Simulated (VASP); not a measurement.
Wanted: the native input for a VASP 6.6.1 run.

- Task: single point
- Functional: revPBE
- Potentials or basis: VASP PAW PBE potentials, release 64 (Cr_pv)
- Cutoff: 520 eV
- k mesh: 16 × 16 × 8
- Occupations: fermi-dirac, width 0.1 eV
- Spin: no spin polarisation
- Dipole correction: no
- Further INCAR settings: ALGO = Normal; EDIFF = 1e-07; NBANDS = 19

The structure of Cr lies in POSCAR:

```
Cr
1.0
    2.3976632992      0.0000000000      0.0000000000
   -1.1988316496      2.0764373269      0.0000000000
    0.0000000000      0.0000000000      4.2824688486
Cr
2
Direct
    0.3333333333      0.6666666667      0.2500000000
    0.6666666667      0.3333333333      0.7500000000
```

This cell differs from its parent crystal: volume scaled by 0.88.

The input as run:

INCAR

```
ALGO = Normal
EDIFF = 1E-7
ENCUT = 520
GGA = RE
ISIF = 2
ISMEAR = -1
LASPH = T
LCHARG = T
LELF = T
LREAL = F
LVHAR = T
LWAVE = F
NBANDS = 19
NELM = 80
PREC = Accurate
SIGMA = 0.1
```

KPOINTS

```
k-points
0
Gamma
  16 16 8
```

Potentials or basis: VASP PAW PBE potentials, release 64 (Cr_pv).

Command:

```console
$ cat potpaw_PBE.64/Cr_pv/POTCAR > POTCAR
$ mpirun -np 1 vasp_std > vasp.out
```

Results of the run:

```yaml
Pressure: 37.0 GPa
Band_gap_on_the_k_mesh: zero (band 12 reaches 13.15 eV, above the bottom of band 13 at 11.65 eV)
```

Caveat: the PAW data sets were made with another functional, which shifts forces and pressure a little; the run has no spin polarisation, though such a crystal can be magnetic.

Wall time 32 s on 1 thread of Intel(R) Xeon(R) Platinum 8488C (Sapphire Rapids) (shared host), peak memory 0.17 GiB.
